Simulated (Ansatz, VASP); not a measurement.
**WC: VASP beside Ansatz**

INCAR

```
ALGO = Normal
EDIFF = 1E-6
ENCUT = 520
GGA = PE
ISIF = 2
ISMEAR = 0
LASPH = True
LCHARG = False
LREAL = False
LWAVE = False
NBANDS = 16
NELM = 100
PREC = Accurate
SIGMA = 0.15
```

Contents of KPOINTS:

```
k-points
0
Gamma
  18 18 16
```

Contents of POSCAR:

```
WC
1.0
    2.9005014360      0.0000000000      0.0000000000
   -1.4502507180      2.5119079273      0.0000000000
    0.0000000000      0.0000000000      2.8290000000
W C
1 1
Direct
    0.0000000000      0.0000000000      0.0000000000
    0.5632362748      0.3333333333      0.3939554613
```

Input for Ansatz:

```yaml
crystal:
  lattice:
    - [2.900501436, 0.0, 0.0]
    - [-1.450250718, 2.5119079273, 0.0]
    - [0.0, 0.0, 2.829]
  atoms:
    - { symbol: W, position: [0.0, 0.0, 0.0] }
    - { symbol: C, position: [0.5632362748, 0.3333333333, 0.3939554613] }
basis:
  ecutwfc: 420
kpoints:
  mp_grid: { grid: [18, 18, 16] }
hamiltonian:
  xc: pbe
scf:
  occupations: { method: gaussian, width: 0.15 }
output:
  forces: true
  stress: true
  eigenvalues: true
```

Alike in both runs: task single point; functional PBE; k mesh 18 × 18 × 16; occupations gaussian, width 0.15 eV; no spin polarisation.

|  | VASP | Ansatz |
| --- | --- | --- |
| version | VASP 6.6.1 | Ansatz 0.2.0 |
| potentials or method | VASP PAW PBE potentials, release 64 (W_sv, C), cutoff 520 eV | scalar-relativistic, plane waves, PAW |
| valence electrons in the cell | 18 | 18 |

Ansatz gave:

```
gap on the k mesh at the Fermi level (eV) : none
rms of the force components (eV/Å)        : 5.000
```

Problem. Estimate VASP's values.

Solution. gap on the k mesh at the Fermi level (eV): none; rms of the force components (eV/Å): 5.042.

Atom by atom the forces differ by 0.042 eV/Å (rms over components). A gap of «none» marks a metal or a gap that the smearing closes. With one functional, cell and mesh, what is left measures potentials, basis and numerics.

Neither program's run includes spin-orbit coupling.
